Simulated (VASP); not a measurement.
**TiSi16 (a cell with a defect): single point with PBEsol**

The system is TiSi16 (a cell with a defect).

```
CELL_PARAMETERS angstrom
0.00000 5.43000 5.43000
5.43000 0.00000 5.43000
5.43000 5.43000 0.00000
ATOMIC_POSITIONS crystal
Si 0.90127 0.02096 0.06604
Si 0.09192 0.12045 0.13439
Si 0.96646 0.98915 0.52355
Si 0.10261 0.06281 0.68609
Si 0.92828 0.48202 0.08990
Si 0.06009 0.62576 0.17746
Si 0.95525 0.43512 0.59081
Si 0.07564 0.59198 0.71896
Si 0.50494 0.00606 0.98657
Si 0.54618 0.21386 0.11568
Si 0.47676 0.01842 0.44779
Si 0.61579 0.06502 0.65638
Si 0.41703 0.59092 0.99175
Si 0.55411 0.66703 0.16050
Si 0.44886 0.45354 0.56722
Si 0.59145 0.59219 0.63936
Ti 0.86208 0.78716 0.44670
```

```
Program             : VASP 6.6.1
Task                : single point
Functional          : PBEsol
Potentials or basis : VASP PAW PBE potentials, release 64 (Si, Ti_sv)
Cutoff              : 520 eV
k mesh              : 2 × 2 × 2
Occupations         : fermi-dirac, width 0.02 eV
Spin                : no spin polarisation
```

* Pressure: 3.1 GPa
* Largest force: 4.178 eV/Å
* Band gap on the k mesh: zero (bands 38 and 39 overlap by 0.24 eV)

Forces in eV/Å, atoms in the order of the input:
```
Si  -1.026 -0.657  0.559
Si  -0.303  1.138  0.248
Si  -0.526  1.611  1.202
Si  -0.058  0.180  0.178
Si  -0.037 -0.698 -0.174
Si  -0.373  0.228 -0.154
Si  -1.293  1.897 -0.635
Si  -0.576 -0.517 -0.130
Si   4.118  0.089 -0.695
Si  -1.231 -1.934  0.898
Si   1.117  2.309 -2.159
Si  -0.946 -3.266  0.610
Si  -0.001  0.487  0.329
Si  -1.086  1.760 -2.341
Si  -1.216 -1.219  0.045
Si   1.297 -0.027  0.597
Ti   2.141 -1.381  1.623
```

Stress tensor (GPa, compression positive):
```
 2.71  0.24  0.07
 0.24  3.84 -2.15
 0.07 -2.15  2.78
```

Levels at points of the mesh, in eV from the Fermi level:
| k point | band 35 | band 36 | band 37 | band 38 | band 39 | band 40 | band 41 | band 42 |
| --- | --- | --- | --- | --- | --- | --- | --- | --- |
| (0.00, 0.00, 0.00) | -1.06 | -0.93 | -0.63 | -0.44 | -0.18 | -0.04 | 0.06 | 0.19 |
| (0.50, 0.00, 0.00) | -1.31 | -1.23 | -0.48 | -0.08 | 0.30 | 0.45 | 0.56 | 0.71 |
| (0.00, 0.50, 0.00) | -1.20 | -1.07 | -0.67 | 0.01 | 0.10 | 0.34 | 0.50 | 0.78 |
| (0.00, 0.00, 0.50) | -1.45 | -1.02 | -0.17 | 0.00 | 0.22 | 0.42 | 0.49 | 0.95 |
| (0.50, 0.50, 0.50) | -1.23 | -1.16 | -0.59 | -0.23 | 0.05 | 0.16 | 0.39 | 0.73 |
| (0.50, 0.50, 0.00) | -1.49 | -1.37 | -0.24 | 0.06 | 0.21 | 0.67 | 0.72 | 1.13 |
| (0.00, 0.50, 0.50) | -1.67 | -1.48 | -0.27 | -0.21 | 0.27 | 0.48 | 0.85 | 1.03 |
| (0.50, 0.00, 0.50) | -1.57 | -1.38 | -0.49 | -0.26 | 0.49 | 0.67 | 0.93 | 1.35 |

Wall time 3.5 min on 1 thread of AMD EPYC 9R45 96-Core Processor (Zen 5), on a shared host, peak memory 0.46 GiB.

Caveat: the k points lie up to 0.50 Å⁻¹ apart; the atoms stand as in a frame of molecular dynamics; the PAW data sets were made with another functional, which shifts forces and pressure a little.
